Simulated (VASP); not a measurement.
# ZrS2 (P-3m1) in VASP: a series of runs, part 2 of 2

VASP 6.6.1. The steps go on from the part before.

**3. Single point, PBE**

The input, INCAR:

```
ALGO = Normal ; EDIFF = 1E-6
ENCUT = 500 ; GGA = PE
GGA_COMPAT = False ; ISIF = 2
ISMEAR = 0 ; LASPH = True
LCHARG = False ; LREAL = False
LWAVE = False ; NBANDS = 19
NELM = 120 ; PREC = Accurate
SIGMA = 0.01
```

The input, KPOINTS:

```
k-points
0
Gamma
  4 4 4
```

The input, POSCAR:

```
ZrS2
1.0
    3.6743990828      0.0000000000      0.0000000000
   -1.8371995414      3.1821229494      0.0000000000
    0.0000000000      0.0000000000      5.8568562426
Zr S
1 2
Direct
    0.0000000000      0.0000000000      0.0000000000
    0.3333333333      0.6666666667      0.2462324613
    0.6666666667      0.3333333333      0.7537675387
```

Potentials or basis: VASP PAW PBE potentials, release 64 (Zr_sv, S).

Run with:

```bash
$ cat potpaw_PBE.64/Zr_sv/POTCAR potpaw_PBE.64/S/POTCAR > POTCAR
$ mpirun -np 1 vasp_std > vasp.out
```

OUTCAR:

```text
EDIFF = 1E-6
   ENCUT = 500
   GGA = PE
   ISIF = 2
   ISMEAR = 0
   LASPH = True
   LREAL = False
   NELM = 120
   PREC = Accurate

 ion  position               nearest neighbor table
   1  0.000  0.000  0.000-   3 2.57   2 2.57   3 2.57   2 2.57   3 2.57   2 2.57
   2  0.333  0.667  0.246-   1 2.57   1 2.57   1 2.57
   3  0.667  0.333  0.754-   1 2.57   1 2.57   1 2.57

  LATTYP: Found a hexagonal cell.
 ALAT       =     3.6743990828
 C/A-ratio  =     1.5939630156

  Lattice vectors:

 A1 = (   3.6743990828,   0.0000000000,   0.0000000000)
 A2 = (  -1.8371995414,   3.1821229494,   0.0000000000)
 A3 = (   0.0000000000,   0.0000000000,   5.8568562426)

Analysis of symmetry for initial positions (statically):
=====================================================================
 Subroutine PRICEL returns:
 Original cell was already a primitive cell.

 Routine SETGRP: Setting up the symmetry group for a
 hexagonal supercell.

 Subroutine GETGRP returns: Found 12 space group operations
 (whereof 12 operations were pure point group operations)
 out of a pool of 24 trial point group operations.

The static configuration has the point symmetry D_3d.

Analysis of symmetry for dynamics (positions and initial velocities):
=====================================================================
 Subroutine PRICEL returns:
 Original cell was already a primitive cell.

 Routine SETGRP: Setting up the symmetry group for a
 hexagonal supercell.

 Subroutine GETGRP returns: Found 12 space group operations
 (whereof 12 operations were pure point group operations)
 out of a pool of 24 trial point group operations.

The dynamic configuration has the point symmetry D_3d.

 Subroutine INISYM returns: Found 12 space group operations
 (whereof 12 operations are pure point group operations),
 and found     1 'primitive' translations

----------------------------------------------------------------------------------------

                                     Primitive cell

  volume of cell :      68.4806

  direct lattice vectors                    reciprocal lattice vectors
     3.674399083  0.000000000  0.000000000     0.272153345  0.157127807  0.000000000
    -1.837199541  3.182122949  0.000000000     0.000000000  0.314255614  0.000000000
     0.000000000  0.000000000  5.856856243     0.000000000  0.000000000  0.170740062

  length of vectors
     3.674399083  3.674399083  5.856856243     0.314255614  0.314255614  0.170740062

  position of ions in fractional coordinates (direct lattice)
     0.000000000  0.000000000  0.000000000
     0.333333333  0.666666667  0.246232461
     0.666666667  0.333333333  0.753767539

  ion indices of the primitive-cell ions
   primitive index   ion index
                 1           1
                 2           2
                 3           3

----------------------------------------------------------------------------------------

 KPOINTS: k-points

Automatic generation of k-mesh.
 Grid dimensions read from file:
 generate k-points for:    4    4    4

 Generating k-lattice:

  Cartesian coordinates                     Fractional coordinates (reciprocal lattice)
     0.068038336  0.039281952  0.000000000     0.250000000 -0.000000000  0.000000000
     0.000000000  0.078563903  0.000000000     0.000000000  0.250000000  0.000000000
     0.000000000  0.000000000  0.042685016     0.000000000  0.000000000  0.250000000

  Length of vectors
     0.078563903  0.078563903  0.042685016

  Shift w.r.t. Gamma in fractional coordinates (k-lattice)
     0.000000000  0.000000000  0.000000000

 Subroutine IBZKPT returns following result:
 ===========================================

 Found     13 irreducible k-points:

 Following reciprocal coordinates:
            Coordinates               Weight
  0.000000  0.000000  0.000000      1.000000
  0.250000  0.000000  0.000000      6.000000
  0.500000  0.000000  0.000000      3.000000
  0.250000  0.250000  0.000000      6.000000
  0.000000  0.000000  0.250000      2.000000
  0.250000  0.000000  0.250000      6.000000
  0.000000  0.250000  0.250000      6.000000
  0.500000  0.000000  0.250000      6.000000
  0.250000  0.250000  0.250000     12.000000
  0.000000  0.000000  0.500000      1.000000
  0.250000  0.000000  0.500000      6.000000
  0.500000  0.000000  0.500000      3.000000
  0.250000  0.250000  0.500000      6.000000
   k-points           NKPTS =     13   k-points in BZ     NKDIM =     13   number of bands    NBANDS=     19
   number of dos      NEDOS =    301   number of ions     NIONS =      3
   total plane-waves  NPLWV =  37632
   dimension x,y,z NGX =    28 NGY =   28 NGZ =   48
   dimension x,y,z NGXF=    56 NGYF=   56 NGZF=   96
   ions per type =               1   2
   NGX,Y,Z   is equivalent  to a cutoff of  12.67, 12.67, 13.62 a.u.
   NGXF,Y,Z  is equivalent  to a cutoff of  25.34, 25.34, 27.25 a.u.
 SYSTEM =  unknown system
   PREC   = accura    normal or accurate (medium, high low for compatibility)
   ISTART =      0    job   : 0-new  1-cont  2-samecut
   ICHARG =      2    charge: 1-file 2-atom 10-const
   ISPIN  =      1    spin polarized calculation?
   LNONCOLLINEAR =      F non collinear calculations
   LSORBIT =      F    spin-orbit coupling
   LASPH  =      T    aspherical Exc in radial PAW
   ENCUT  =  500.0 eV  36.75 Ry    6.06 a.u.   6.70  6.70 10.68*2*pi/ulx,y,z
   NELM   =    120;   NELMIN=  2; NELMDL= -5     # of ELM steps
   EDIFF  = 0.1E-05   stopping-criterion for ELM
   LREAL  =      F    real-space projection
   EDIFFG = 0.1E-04   stopping-criterion for IOM
   NSW    =      0    number of steps for IOM
   IBRION =     -1    ionic relax: 0-MD 1-quasi-New 2-CG
   NFREE  =      0    steps in history (QN), initial steepest desc. (CG)
   ISIF   =      2    stress and relaxation
   ISYM   =      2    0-nonsym 1-usesym 2-fastsym
   POTIM  = 0.5000    time-step for ionic-motion
   TEBEG  =    0.0;   TEEND  =   0.0 temperature during run
   PSTRESS=    0.0 pullay stress
   NELECT =      24.0000    total number of electrons
   NUPDOWN=      -1.0000    fix difference up-down
   EMIN   =  10.00;   EMAX   =-10.00  energy-range for DOS
   EFERMI =   0.00;   METHOD = LEGACY
   ISMEAR =     0;   SIGMA  =   0.01  broadening in eV -4-tet -1-fermi 0-gaus
   EFERMI_NEDOS =   21; number of points for ismear=-14 and -15
   IALGO  =     38    algorithm
   IMIX   =      4    mixing-type and parameters
     AMIX     =   0.40;   BMIX     =  1.00
     AMIX_MAG =   1.60;   BMIX_MAG =  1.00
  volume/ion in A,a.u.               =      22.83       154.04
  Fermi-wavevector in a.u.,A,eV,Ry     =   1.154222  2.181163 18.126064  1.332228
  Thomas-Fermi vector in A             =   2.290860
   LORBIT       =      0    0 simple, 1 ext, 2 COOP (PROOUT), +10 PAW based schemes
   GGA     = PE    functional components
   LHFCALC =     F    Hartree Fock is set to
   AEXX    =    0.0000 exact exchange contribution
   IVDW    =     0    specifies the selected vdW correction
   LEPSILON=     F    determine dielectric tensor
   LRPA    =     F    only Hartree local field effects (RPA)
 non-spin polarized calculation
 Gauss-broadening in eV      SIGMA  =   0.01
  energy-cutoff  :      500.00
  volume of cell :       68.48
 maximum number of plane-waves:      1785
 NGX is ok and might be reduce to    28
   NGX = 13   NGY = 13   NGZ = 21

 number of electron      24.0000000 magnetization

 Free energy of the ion-electron system (eV)
  ---------------------------------------------------
  ext. energy  EPLUGINS =         0.00000000
  ---------------------------------------------------
  free energy    TOTEN  =       -21.33847239 eV

  energy without entropy =      -21.33847239  energy(sigma->0) =      -21.33847239

 E-fermi :   4.8620     XC(G=0):  -9.5581

 val. band max:        4.6644817653   @ k =   0.0000   0.0000   0.0000
 cond. band min:       5.5238490510   @ k =   0.5000   0.0000   0.5000
 fundamental gap:      0.8593672857
 Fermi energy:         4.8620043478

 k-point     1 :       0.0000    0.0000    0.0000
  band No.  band energies     occupation
      1     -44.4432      2.00000
      2     -22.5113      2.00000
      3     -22.3472      2.00000
      4     -22.3472      2.00000
      5      -8.0868      2.00000
      6      -6.5851      2.00000
[... 263 lines left out ...]
      6      -6.7797      2.00000
[... 11 lines left out ...]
     18      12.6093      0.00000
     19      12.8337      0.00000

------------------------ aborting loop because EDIFF is reached ----------------------------------------

  FORCE on cell =-STRESS in cart. coord.  units (eV):
  Direction    XX          YY          ZZ          XY          YZ          ZX
  --------------------------------------------------------------------------------------
  -------------------------------------------------------------------------------------
  Total        0.6419113      0.6419113      0.7891268     -0.0000000      0.0000000     -0.0000000
  in kB       15.0181958     15.0181958     18.4624583     -0.0000000      0.0000000     -0.0000000
  external PRESSURE =      16.1662833 kB  Pullay stress =       0.0000000 kB

 VOLUME and BASIS-vectors are now :
 -----------------------------------------------------------------------------
  energy-cutoff  :      500.00
  volume of cell :       68.48
      direct lattice vectors                 reciprocal lattice vectors
     3.674399083  0.000000000  0.000000000     0.272153345  0.157127807  0.000000000
    -1.837199541  3.182122949  0.000000000     0.000000000  0.314255614  0.000000000
     0.000000000  0.000000000  5.856856243     0.000000000  0.000000000  0.170740062

 POSITION                                       TOTAL-FORCE (eV/Angst)
 -----------------------------------------------------------------------------------
      0.00000      0.00000      0.00000        -0.000000      0.000000      0.000000
     -0.00000      2.12142      1.44215         0.000000      0.000000      0.023206
      1.83720      1.06071      4.41471        -0.000000     -0.000000     -0.023206
 -----------------------------------------------------------------------------------
    total drift:                               -0.000000     -0.000000     -0.000000

  FREE ENERGIE OF THE ION-ELECTRON SYSTEM (eV)
  ---------------------------------------------------
  free  energy   TOTEN  =       -21.3384723870 eV

  energy  without entropy=      -21.3384723870  energy(sigma->0) =      -21.33847239
```

OSZICAR:

```text
N       E                     dE             d eps       ncg     rms          rms(c)
DAV:   1     0.164163605719E+03    0.16416E+03   -0.11980E+04   494   0.114E+03
DAV:   2    -0.138770644005E+02   -0.17804E+03   -0.17353E+03   654   0.273E+02
DAV:   3    -0.233930553193E+02   -0.95160E+01   -0.94767E+01   852   0.574E+01
DAV:   4    -0.235080295226E+02   -0.11497E+00   -0.11476E+00   662   0.649E+00
DAV:   5    -0.235122861630E+02   -0.42566E-02   -0.42564E-02   719   0.953E-01    0.159E+01
DAV:   6    -0.213936347516E+02    0.21187E+01   -0.56964E+00   531   0.140E+01    0.759E+00
DAV:   7    -0.213325380812E+02    0.61097E-01   -0.56937E-01   668   0.406E+00    0.390E+00
DAV:   8    -0.213384913223E+02   -0.59532E-02   -0.88449E-02   587   0.176E+00    0.638E-01
DAV:   9    -0.213382311043E+02    0.26022E-03   -0.12879E-02   592   0.669E-01    0.534E-01
DAV:  10    -0.213385653503E+02   -0.33425E-03   -0.30576E-03   564   0.370E-01    0.275E-01
DAV:  11    -0.213384494202E+02    0.11593E-03   -0.37498E-04   570   0.125E-01    0.622E-02
DAV:  12    -0.213384752812E+02   -0.25861E-04   -0.95358E-05   545   0.522E-02    0.400E-02
DAV:  13    -0.213384723897E+02    0.28915E-05   -0.68653E-06   616   0.131E-02    0.158E-02
DAV:  14    -0.213384723870E+02    0.26835E-08   -0.85944E-07   419   0.474E-03
   1 F= -.21338472E+02 E0= -.21338472E+02  d E =-.319530-173
```

It took 22 s on 1 thread of Intel Xeon 8259CL, shared host; peak memory 0.19 GiB.

What came out:

```
Free energy            : -21.3385 eV
Pressure               : 1.6 GPa
Largest force          : 0.023 eV/Å
Band gap on the k mesh : 0.86 eV (least direct gap 1.47 eV)
```

Forces on the atoms (eV/Å):
```
Zr   0.000  0.000  0.000
S    0.000  0.000  0.023
S    0.000  0.000 -0.023
```

Levels at points of the mesh, in eV from the valence-band top:
```tsv
k point	band 9	band 10	band 11	band 12	band 13	band 14	band 15	band 16
(0.00, 0.00, 0.00)	-2.89	-0.16	-0.16	0.00	1.47	1.47	2.28	4.83
(0.50, 0.00, 0.00)	-2.55	-2.53	-1.90	-1.31	1.04	3.16	3.44	5.64
(0.00, 0.00, 0.50)	-2.84	-1.82	-0.31	-0.31	1.43	1.43	2.62	5.23
(0.50, 0.00, 0.50)	-2.71	-2.33	-1.03	-0.81	0.86	3.15	3.44	5.13
```

Caveat: the k points lie up to 0.49 Å⁻¹ apart; this functional lacks dispersion, which binds the layers, so the pressure and a relaxed spacing across them are unreliable.

**4. Single point, PBE**

The input, INCAR:

```
SYSTEM = ZrS2
ALGO     = Normal         ! electronic algorithm
EDIFF    = 1E-6           ! SCF threshold, eV
ENCUT    = 500            ! plane-wave cutoff, eV
GGA      = PE             ! functional
GGA_COMPAT= .False.      
ISIF     = 2              ! what is computed and relaxed
ISMEAR   = 0              ! smearing method
LASPH    = .True.         ! aspherical terms in the spheres
LCHARG   = .False.        ! write CHGCAR
LREAL    = .False.        ! projectors in reciprocal space
LWAVE    = .False.        ! write WAVECAR
NBANDS   = 19             ! bands
NELM     = 120            ! most SCF steps
PREC     = Accurate       ! precision mode
SIGMA    = 0.01           ! smearing width, eV
```

The input, KPOINTS:

```
k-points
0
Gamma
  6 6 2
  0 0 0
```

POSCAR is that of step 3.

Run with:

```bash
$ cat potpaw_PBE.64/Zr_sv/POTCAR potpaw_PBE.64/S/POTCAR > POTCAR
$ mpirun -np 1 vasp_std > vasp.out
```

Run time: 26 s. Hardware: 1 thread of Intel Xeon 8259CL, shared host; peak memory 0.18 GiB.

The run converged. Its results:

- Free energy: -21.3922 eV
- Pressure: 1.4 GPa
- Largest force: 0.031 eV/Å
- Band gap on the k mesh: 0.88 eV (least direct gap 1.50 eV)

Forces on the atoms (eV/Å):
```
Zr   0.000  0.000  0.000
S    0.000  0.000  0.031
S    0.000  0.000 -0.031
```

Stress tensor (GPa, compression positive):
```
1.09 0.00 0.00
0.00 1.09 0.00
0.00 0.00 2.00
```

Levels at points of the mesh, in eV from the valence-band top:
| k point | band 10 | band 11 | band 12 | band 13 | band 14 | band 15 |
| --- | --- | --- | --- | --- | --- | --- |
| (0.00, 0.00, 0.00) | -0.17 | -0.17 | 0.00 | 1.50 | 1.50 | 2.31 |
| (0.50, 0.00, 0.00) | -2.52 | -1.89 | -1.31 | 1.06 | 3.19 | 3.47 |
| (0.00, 0.00, 0.50) | -1.82 | -0.31 | -0.31 | 1.46 | 1.46 | 2.64 |
| (0.50, 0.00, 0.50) | -2.32 | -1.03 | -0.81 | 0.88 | 3.18 | 3.47 |

Caveat: the k points lie up to 0.54 Å⁻¹ apart; this functional lacks dispersion, which binds the layers, so the pressure and a relaxed spacing across them are unreliable.

**5. Single point, PBE**

The input, INCAR:

```
SYSTEM = ZrS2
PREC = Accurate
ENCUT = 500
EDIFF = 1E-6
ISMEAR = 0
SIGMA = 0.01
LREAL = .FALSE.
LASPH = .TRUE.
NELM = 120
ALGO = Normal
ISIF = 2
LWAVE = .FALSE.
LCHARG = .FALSE.
GGA = PE
NBANDS = 19
GGA_COMPAT = .FALSE.
```

The input, KPOINTS:

```
regular mesh
0
G
  5 5 5
  0 0 0
```

POSCAR is that of step 4.

Run with:

```bash
$ cat potpaw_PBE.64/Zr_sv/POTCAR potpaw_PBE.64/S/POTCAR > POTCAR
$ mpirun -np 1 vasp_std > vasp.out
```

Run time: 32 s. Hardware: 1 thread of Intel Xeon 8259CL, shared host; peak memory 0.19 GiB.

It converged, with:

```
Free energy            : -21.3816 eV
Pressure               : 1.4 GPa
Largest force          : 0.031 eV/Å
Band gap on the k mesh : 0.95 eV (least direct gap 1.49 eV)
```

Forces in eV/Å, atoms in the order of the input:
```
Zr   0.000  0.000  0.000
S    0.000  0.000  0.031
S    0.000  0.000 -0.031
```

Stress tensor (GPa, compression positive):
```
1.20 0.00 0.00
0.00 1.20 0.00
0.00 0.00 1.90
```

Levels at points of the mesh, in eV from the valence-band top:
| k point | band 9 | band 10 | band 11 | band 12 | band 13 | band 14 | band 15 | band 16 |
| --- | --- | --- | --- | --- | --- | --- | --- | --- |
| (0.00, 0.00, 0.00) | -2.88 | -0.16 | -0.16 | 0.00 | 1.49 | 1.49 | 2.30 | 4.84 |

Caveat: an odd mesh through Γ misses points on the zone boundary, where band edges can lie; this functional lacks dispersion, which binds the layers, so the pressure and a relaxed spacing across them are unreliable.

**6. The runs side by side**

```csv
k mesh,gap on the mesh (eV),pressure (GPa),largest force (eV/Å)
2 × 2 × 2,0.61,4.7,0.43
4 × 4 × 4,0.86,1.6,0.02
6 × 6 × 2,0.88,1.4,0.03
5 × 5 × 5,0.95,1.4,0.03
```

Alike in all rows: task single point; level PBE; potentials or basis VASP PAW PBE potentials, release 64 (Zr_sv, S); no spin polarisation; cell as given; cutoff (eV) 500; smearing gaussian 0.01 eV.

Caveats: some runs use coarse meshes; this functional lacks dispersion, which binds the layers, so the pressure and a relaxed spacing across them are unreliable; an odd mesh through Γ misses points on the zone boundary, where band edges can lie (at least some runs).

Total energies depend on the potentials used, so only differences within one code and one set of settings carry meaning.
